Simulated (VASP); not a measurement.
# CdO (Fm-3m) in VASP: further runs

The runs below take CdO through single point, with PBE0, PBE.

All numbers are computed with VASP 6.6.1; they aren't measurements. Logs are shortened: lines on timing, memory, paths and dates and some standing lists are left out, and cuts for length are marked.

## (1) The cell of the first run

Symmetry: Fm-3m, No. 225, cubic system. Conventional cell: a = 4.696 Å, b = 4.696 Å, c = 4.696 Å, α = 90.00°, β = 90.00°, γ = 90.00°. Within 3.1 Å of Cd (site symmetry m-3m) lie 6 O at 2.35 Å. O (site symmetry m-3m) has 6 Cd at 2.35 Å within 3.1 Å.

## (2) Single point, PBE0

Contents of POSCAR:

```
CdO
1.0
    0.0000000000      2.3481500455      2.3481500455
    2.3481500455      0.0000000000      2.3481500455
    2.3481500455      2.3481500455      0.0000000000
Cd O
1 1
Direct
    0.0000000000      0.0000000000      0.0000000000
    0.5000000000      0.5000000000      0.5000000000
```

Contents of INCAR.step1:

```
SYSTEM = CdO
PREC = Accurate ; ENCUT = 520
EDIFF = 1E-5 ; ISMEAR = 0
SIGMA = 0.05 ; LREAL = .FALSE.
LASPH = .TRUE. ; NELM = 120
ALGO = Normal ; ISIF = 2
LWAVE = .TRUE. ; NBANDS = 20
GGA = PE ; GGA_COMPAT = .FALSE.
```

Contents of INCAR.step2:

```
SYSTEM = CdO
PREC = Accurate ; ENCUT = 520
EDIFF = 1E-6 ; ISMEAR = 0
SIGMA = 0.05 ; LREAL = .FALSE.
LASPH = .TRUE. ; NELM = 120
ALGO = Normal ; ISIF = 2
LWAVE = .FALSE. ; LCHARG = .TRUE.
GGA = PE ; LHFCALC = .TRUE.
AEXX = 0.25 ; PRECFOCK = Normal
LELF = .TRUE. ; LVHAR = .TRUE.
NBANDS = 20 ; ISTART = 1
GGA_COMPAT = .FALSE.
```

Contents of KPOINTS:

```
regular mesh
0
G
  6 6 6
  0 0 0
```

Potentials or basis: VASP PAW PBE potentials, release 64 (Cd_sv_GW, O).

Started as:

```sh
$ cat potpaw_PBE.64/Cd_sv_GW/POTCAR potpaw_PBE.64/O/POTCAR > POTCAR
$ cp INCAR.step1 INCAR
$ mpirun -np 1 vasp_std > vasp.out
$ cp INCAR.step2 INCAR
$ mpirun -np 1 vasp_std > vasp.out
```

OUTCAR:

```text
SYSTEM = CdO
   PREC = Accurate
   ENCUT = 520
   EDIFF = 1E-6
   ISMEAR = 0
   LREAL = .FALSE.
   LASPH = .TRUE.
   NELM = 120
   ISIF = 2
   GGA = PE
   LHFCALC = .TRUE.
   AEXX = 0.25
   PRECFOCK = Normal
   ISTART = 1

 ion  position               nearest neighbor table
   1  0.000  0.000  0.000-
   2  0.500  0.500  0.500-

  LATTYP: Found a face centered cubic cell.
 ALAT       =     4.6963000910

  Lattice vectors:

 A1 = (   0.0000000000,   2.3481500455,   2.3481500455)
 A2 = (   2.3481500455,   0.0000000000,   2.3481500455)
 A3 = (   2.3481500455,   2.3481500455,   0.0000000000)

Analysis of symmetry for initial positions (statically):
=====================================================================
 Subroutine PRICEL returns:
 Original cell was already a primitive cell.

 Routine SETGRP: Setting up the symmetry group for a
 face centered cubic supercell.

 Subroutine GETGRP returns: Found 48 space group operations
 (whereof 48 operations were pure point group operations)
 out of a pool of 48 trial point group operations.

The static configuration has the point symmetry O_h .

Analysis of symmetry for dynamics (positions and initial velocities):
=====================================================================
 Subroutine PRICEL returns:
 Original cell was already a primitive cell.

 Routine SETGRP: Setting up the symmetry group for a
 face centered cubic supercell.

 Subroutine GETGRP returns: Found 48 space group operations
 (whereof 48 operations were pure point group operations)
 out of a pool of 48 trial point group operations.

The dynamic configuration has the point symmetry O_h .

 Subroutine INISYM returns: Found 48 space group operations
 (whereof 48 operations are pure point group operations),
 and found     1 'primitive' translations

----------------------------------------------------------------------------------------

                                     Primitive cell

  volume of cell :      25.8945

  direct lattice vectors                    reciprocal lattice vectors
     0.000000000  2.348150046  2.348150046    -0.212933582  0.212933582  0.212933582
     2.348150046  0.000000000  2.348150046     0.212933582 -0.212933582  0.212933582
     2.348150046  2.348150046  0.000000000     0.212933582  0.212933582 -0.212933582

  length of vectors
     3.320785641  3.320785641  3.320785641     0.368811782  0.368811782  0.368811782

  position of ions in fractional coordinates (direct lattice)
     0.000000000  0.000000000  0.000000000
     0.500000000  0.500000000  0.500000000

  ion indices of the primitive-cell ions
   primitive index   ion index
                 1           1
                 2           2

----------------------------------------------------------------------------------------

 KPOINTS: regular mesh

Automatic generation of k-mesh.
 Grid dimensions read from file:
 generate k-points for:    6    6    6

 Generating k-lattice:

  Cartesian coordinates                     Fractional coordinates (reciprocal lattice)
    -0.035488930  0.035488930  0.035488930     0.166666667  0.000000000  0.000000000
     0.035488930 -0.035488930  0.035488930     0.000000000  0.166666667  0.000000000
     0.035488930  0.035488930 -0.035488930     0.000000000  0.000000000  0.166666667

  Length of vectors
     0.061468630  0.061468630  0.061468630

  Shift w.r.t. Gamma in fractional coordinates (k-lattice)
     0.000000000  0.000000000  0.000000000

 Subroutine IBZKPT returns following result:
 ===========================================

 Found     16 irreducible k-points:

 Following reciprocal coordinates:
            Coordinates               Weight
  0.000000  0.000000  0.000000      1.000000
  0.166667  0.000000  0.000000      8.000000
  0.333333  0.000000  0.000000      8.000000
  0.500000  0.000000  0.000000      4.000000
  0.166667  0.166667  0.000000      6.000000
  0.333333  0.166667  0.000000     24.000000
[... 8 lines left out ...]
 -0.333333  0.333333  0.166667     24.000000
 -0.333333  0.500000  0.166667     12.000000
   k-points           NKPTS =     16   k-points in BZ     NKDIM =    216   number of bands    NBANDS=     20
   number of dos      NEDOS =    301   number of ions     NIONS =      2
   total plane-waves  NPLWV =  21952
   dimension x,y,z NGX =    28 NGY =   28 NGZ =   28
   dimension x,y,z NGXF=    56 NGYF=   56 NGZF=   56
   ions per type =               1   1
   NGX,Y,Z   is equivalent  to a cutoff of  14.02, 14.02, 14.02 a.u.
   NGXF,Y,Z  is equivalent  to a cutoff of  28.03, 28.03, 28.03 a.u.
 SYSTEM =  CdO
   PREC   = accura    normal or accurate (medium, high low for compatibility)
   ISTART =      1    job   : 0-new  1-cont  2-samecut
   ICHARG =      0    charge: 1-file 2-atom 10-const
   ISPIN  =      1    spin polarized calculation?
   LNONCOLLINEAR =      F non collinear calculations
   LSORBIT =      F    spin-orbit coupling
   LASPH  =      T    aspherical Exc in radial PAW
   ENCUT  =  520.0 eV  38.22 Ry    6.18 a.u.   6.17  6.17  6.17*2*pi/ulx,y,z
   NELM   =    120;   NELMIN=  2; NELMDL=  0     # of ELM steps
   EDIFF  = 0.1E-05   stopping-criterion for ELM
   LREAL  =      F    real-space projection
   EDIFFG = 0.1E-04   stopping-criterion for IOM
   NSW    =      0    number of steps for IOM
   IBRION =     -1    ionic relax: 0-MD 1-quasi-New 2-CG
   NFREE  =      0    steps in history (QN), initial steepest desc. (CG)
   ISIF   =      2    stress and relaxation
   ISYM   =      3    0-nonsym 1-usesym 2-fastsym
   POTIM  = 0.5000    time-step for ionic-motion
   TEBEG  =    0.0;   TEEND  =   0.0 temperature during run
   PSTRESS=    0.0 pullay stress
   NELECT =      26.0000    total number of electrons
   NUPDOWN=      -1.0000    fix difference up-down
   EMIN   =  10.00;   EMAX   =-10.00  energy-range for DOS
   EFERMI =   0.00;   METHOD = LEGACY
   ISMEAR =     0;   SIGMA  =   0.05  broadening in eV -4-tet -1-fermi 0-gaus
   EFERMI_NEDOS =   21; number of points for ismear=-14 and -15
   IALGO  =     38    algorithm
   IMIX   =      1    mixing-type and parameters
     AMIX     =   0.40;   BMIX     =  1.00
     AMIX_MAG =   1.60;   BMIX_MAG =  1.00
  volume/ion in A,a.u.               =      12.95        87.37
  Fermi-wavevector in a.u.,A,eV,Ry     =   1.639319  3.097863 36.563839  2.687366
  Thomas-Fermi vector in A             =   2.730144
   LORBIT       =      0    0 simple, 1 ext, 2 COOP (PROOUT), +10 PAW based schemes
   GGA     = PE    functional components
   LHFCALC =     T    Hartree Fock is set to
   PRECFOCK=normal    Normal, Fast or Accurate (Low or Medium for compatibility)
   ENCUT4O =  -1.0   cutoff for four orbital integrals eV
   NKREDX  =     1    reduce k-point grid by
   NKREDY  =     1    reduce k-point grid by
   NKREDZ  =     1    reduce k-point grid by
   AEXX    =    0.2500 exact exchange contribution
   HFSCREEN=    0.0000 screening length (either q_TF or 0.3 A-1)
   HFSCREENC=   0.0000 screening length for correlation (either q_TF or 0.3 A-1)
   ENCUTFOCK=  -1.0 apply spherical cutoff to Coloumb kernel
   IVDW    =     0    specifies the selected vdW correction
   LEPSILON=     F    determine dielectric tensor
   LRPA    =     F    only Hartree local field effects (RPA)
 non-spin polarized calculation
 Gauss-broadening in eV      SIGMA  =   0.05
  energy-cutoff  :      520.00
  volume of cell :       25.89
 maximum number of plane-waves:       725
 NGX is ok and might be reduce to    28
  NGX = 20; NGY = 20; NGZ = 20

 number of electron      26.0000004 magnetization

 Free energy of the ion-electron system (eV)
  ---------------------------------------------------
  ext. energy  EPLUGINS =         0.00000000
  ---------------------------------------------------
  free energy    TOTEN  =       -10.70812471 eV

  energy without entropy =      -10.70812471  energy(sigma->0) =      -10.70812471

 E-fermi :   4.1377     XC(G=0):  -9.3317

 val. band max:        3.5824349217   @ k =   0.5000   0.0000   0.0000
 cond. band min:       5.1940231441   @ k =   0.0000   0.0000   0.0000
 fundamental gap:      1.6115882224
 Fermi energy:         4.1377494920

 k-point     1 :       0.0000    0.0000    0.0000
  band No.  band energies     occupation
      1    -101.5911      2.00000
      2     -61.3489      2.00000
      3     -61.3489      2.00000
      4     -61.3489      2.00000
      5     -15.4034      2.00000
      6      -3.9998      2.00000
[... 12 lines left out ...]
     19      24.8870      0.00000
     20      24.8870      0.00000

 k-point     2 :       0.1667    0.0000    0.0000
  band No.  band energies     occupation
      1    -101.5906      2.00000
      2     -61.3526      2.00000
      3     -61.3489      2.00000
      4     -61.3489      2.00000
      5     -15.2114      2.00000
      6      -4.1163      2.00000
[... 12 lines left out ...]
     19      25.1517      0.00000
     20      25.1517      0.00000

 k-point     3 :       0.3333    0.0000    0.0000
  band No.  band energies     occupation
      1    -101.5899      2.00000
      2     -61.3626      2.00000
      3     -61.3499      2.00000
      4     -61.3499      2.00000
      5     -14.7984      2.00000
      6      -4.5536      2.00000
[... 12 lines left out ...]
     19      26.6494      0.00000
     20      26.6494      0.00000

 k-point     4 :       0.5000    0.0000    0.0000
  band No.  band energies     occupation
      1    -101.5896      2.00000
      2     -61.3678      2.00000
      3     -61.3507      2.00000
      4     -61.3507      2.00000
      5     -14.5740      2.00000
      6      -4.8782      2.00000
[... 245 lines left out ...]
 k-point    15 :      -0.3333    0.3333    0.1667
  band No.  band energies     occupation
      1    -101.5893      2.00000
      2     -61.3634      2.00000
      3     -61.3582      2.00000
      4     -61.3531      2.00000
      5     -14.6151      2.00000
      6      -4.4213      2.00000
[... 12 lines left out ...]
     19      25.2634      0.00000
     20      30.5740      0.00000

 k-point    16 :      -0.3333    0.5000    0.1667
  band No.  band energies     occupation
      1    -101.5894      2.00000
      2     -61.3640      2.00000
      3     -61.3584      2.00000
      4     -61.3558      2.00000
      5     -14.6568      2.00000
      6      -4.3079      2.00000
[... 12 lines left out ...]
     19      27.0318      0.00000
     20      30.9150      0.00000

------------------------ aborting loop because EDIFF is reached ----------------------------------------

  FORCE on cell =-STRESS in cart. coord.  units (eV):
  Direction    XX          YY          ZZ          XY          YZ          ZX
  --------------------------------------------------------------------------------------
  -------------------------------------------------------------------------------------
  Total       -0.2710191     -0.2710191     -0.2710191     -0.0000000     -0.0000000      0.0000000
  in kB      -16.7688362    -16.7688362    -16.7688362     -0.0000000     -0.0000000      0.0000000
  external PRESSURE =     -16.7688362 kB  Pullay stress =       0.0000000 kB

 VOLUME and BASIS-vectors are now :
 -----------------------------------------------------------------------------
  energy-cutoff  :      520.00
  volume of cell :       25.89
      direct lattice vectors                 reciprocal lattice vectors
     0.000000000  2.348150046  2.348150046    -0.212933582  0.212933582  0.212933582
     2.348150046  0.000000000  2.348150046     0.212933582 -0.212933582  0.212933582
     2.348150046  2.348150046  0.000000000     0.212933582  0.212933582 -0.212933582

 POSITION                                       TOTAL-FORCE (eV/Angst)
 -----------------------------------------------------------------------------------
      0.00000      0.00000      0.00000         0.000000      0.000000     -0.000000
      2.34815      2.34815      2.34815        -0.000000     -0.000000      0.000000
 -----------------------------------------------------------------------------------
    total drift:                               -0.000000     -0.000001     -0.000001

  FREE ENERGIE OF THE ION-ELECTRON SYSTEM (eV)
  ---------------------------------------------------
  free  energy   TOTEN  =       -10.7081247077 eV

  energy  without entropy=      -10.7081247077  energy(sigma->0) =      -10.70812471
```

Run time: 49 min. Hardware: 1 thread of Intel Xeon Platinum 8488C (Sapphire Rapids), shared host; peak memory 0.18 GiB.

Results:

```
Free energy            : -10.7081 eV
Pressure               : -1.7 GPa
Band gap on the k mesh : 1.61 eV (least direct gap 3.00 eV)
```

Caveat: the PAW data sets were made with another functional, which shifts forces and pressure a little.

## (3) Single point, PBE

Contents of INCAR:

```
SYSTEM = CdO
PREC = Accurate
ENCUT = 700
EDIFF = 1E-6
ISMEAR = 0
SIGMA = 0.05
LREAL = .FALSE.
LASPH = .TRUE.
NELM = 120
ALGO = Normal
ISIF = 2
LWAVE = .FALSE.
LCHARG = .TRUE.
GGA = PE
LELF = .TRUE.
LVHAR = .TRUE.
NBANDS = 20
GGA_COMPAT = .FALSE.
```

Contents of KPOINTS:

```
Automatic mesh
0
G
  6 6 6
  0 0 0
```

POSCAR is that of step 2.

Potentials or basis: VASP PAW PBE potentials, release 64 (Cd_sv_GW, O).

Started as:

```sh
$ cat potpaw_PBE.64/Cd_sv_GW/POTCAR potpaw_PBE.64/O/POTCAR > POTCAR
$ mpirun -np 1 vasp_std > vasp.out
```

OUTCAR:

```text
SYSTEM = CdO
   PREC = Accurate
   ENCUT = 700
   EDIFF = 1E-6
   ISMEAR = 0
   LREAL = .FALSE.
   LASPH = .TRUE.
   NELM = 120
   ISIF = 2
   GGA = PE

 ion  position               nearest neighbor table
   1  0.000  0.000  0.000-
   2  0.500  0.500  0.500-

  LATTYP: Found a face centered cubic cell.
 ALAT       =     4.6963000910

  Lattice vectors:

 A1 = (   0.0000000000,   2.3481500455,   2.3481500455)
 A2 = (   2.3481500455,   0.0000000000,   2.3481500455)
 A3 = (   2.3481500455,   2.3481500455,   0.0000000000)

Analysis of symmetry for initial positions (statically):
=====================================================================
 Subroutine PRICEL returns:
 Original cell was already a primitive cell.

 Routine SETGRP: Setting up the symmetry group for a
 face centered cubic supercell.

 Subroutine GETGRP returns: Found 48 space group operations
 (whereof 48 operations were pure point group operations)
 out of a pool of 48 trial point group operations.
[... 149 lines left out ...]
  ext. energy  EPLUGINS =         0.00000000
  ---------------------------------------------------
  free energy    TOTEN  =        -7.81063074 eV

  energy without entropy =       -7.81008746  energy(sigma->0) =       -7.81035910

 E-fermi :   5.0459     XC(G=0): -11.9243

 val. band max:        5.0051460333   @ k =   0.5000   0.0000   0.0000
 cond. band min:       6.5385210112   @ k =   0.1667   0.0000   0.0000
 fundamental gap:      1.5333749779
 Fermi energy:         5.0459206401

 k-point     1 :       0.0000    0.0000    0.0000
  band No.  band energies     occupation
      1     -95.4390      2.00000
      2     -56.5184      2.00000
      3     -56.5184      2.00000
      4     -56.5184      2.00000
      5     -12.3661      2.00000
      6      -1.7009      2.00000
[... 357 lines left out ...]
     19      25.7728      0.00000
     20      29.3043      0.00000

------------------------ aborting loop because EDIFF is reached ----------------------------------------

  FORCE on cell =-STRESS in cart. coord.  units (eV):
  Direction    XX          YY          ZZ          XY          YZ          ZX
  --------------------------------------------------------------------------------------
  -------------------------------------------------------------------------------------
  Total        0.9998042      0.9998042      0.9998042      0.0000000      0.0000000      0.0000000
  in kB       61.8611499     61.8611499     61.8611499      0.0000000      0.0000000      0.0000000
  external PRESSURE =      61.8611499 kB  Pullay stress =       0.0000000 kB

 VOLUME and BASIS-vectors are now :
 -----------------------------------------------------------------------------
  energy-cutoff  :      700.00
  volume of cell :       25.89
      direct lattice vectors                 reciprocal lattice vectors
     0.000000000  2.348150046  2.348150046    -0.212933582  0.212933582  0.212933582
     2.348150046  0.000000000  2.348150046     0.212933582 -0.212933582  0.212933582
     2.348150046  2.348150046  0.000000000     0.212933582  0.212933582 -0.212933582

 POSITION                                       TOTAL-FORCE (eV/Angst)
 -----------------------------------------------------------------------------------
      0.00000      0.00000      0.00000         0.000000      0.000000      0.000000
      2.34815      2.34815      2.34815        -0.000000     -0.000000     -0.000000
 -----------------------------------------------------------------------------------
    total drift:                               -0.000000      0.000000      0.000000

  FREE ENERGIE OF THE ION-ELECTRON SYSTEM (eV)
  ---------------------------------------------------
  free  energy   TOTEN  =        -7.8106307391 eV

  energy  without entropy=       -7.8100874598  energy(sigma->0) =       -7.81035910
```

OSZICAR:

```text
N       E                     dE             d eps       ncg     rms          rms(c)
DAV:   1     0.525774566120E+03    0.52577E+03   -0.18300E+04   652   0.234E+03
DAV:   2     0.354334997084E+02   -0.49034E+03   -0.46033E+03   640   0.690E+02
DAV:   3    -0.831256008879E+01   -0.43746E+02   -0.43203E+02   940   0.248E+02
DAV:   4    -0.955258754820E+01   -0.12400E+01   -0.12389E+01   848   0.398E+01
DAV:   5    -0.960970941244E+01   -0.57122E-01   -0.57120E-01   912   0.879E+00    0.150E+01
DAV:   6    -0.785878549816E+01    0.17509E+01   -0.87942E+00   984   0.491E+01    0.160E+01
DAV:   7    -0.783124380420E+01    0.27542E-01   -0.86048E-01   980   0.110E+01    0.981E+00
DAV:   8    -0.781988841804E+01    0.11355E-01   -0.18443E-01   860   0.551E+00    0.854E-01
DAV:   9    -0.781051828924E+01    0.93701E-02   -0.47252E-02   928   0.253E+00    0.141E-01
DAV:  10    -0.781062549896E+01   -0.10721E-03   -0.20884E-03   760   0.457E-01    0.626E-02
DAV:  11    -0.781062999367E+01   -0.44947E-05   -0.12227E-04   936   0.102E-01    0.140E-02
DAV:  12    -0.781063073914E+01   -0.74546E-06   -0.73288E-06   884   0.286E-02
   1 F= -.78106307E+01 E0= -.78103591E+01  d E =-.543279E-03
```

Wall time 29 s (1 thread of AMD EPYC 7R43 (Zen 3), shared host); peak memory 0.14 GiB.

Results:

```
Free energy            : -7.8106 eV
Pressure               : 6.2 GPa
Band gap on the k mesh : zero (bands 13 and 14 overlap by 0.40 eV)
```

Caveat: the k points lie up to 0.39 Å⁻¹ apart; semilocal functionals underestimate gaps, and a narrow one can read as zero.

The gap in the log of VASP goes by the Fermi energy; the results here count the filled bands.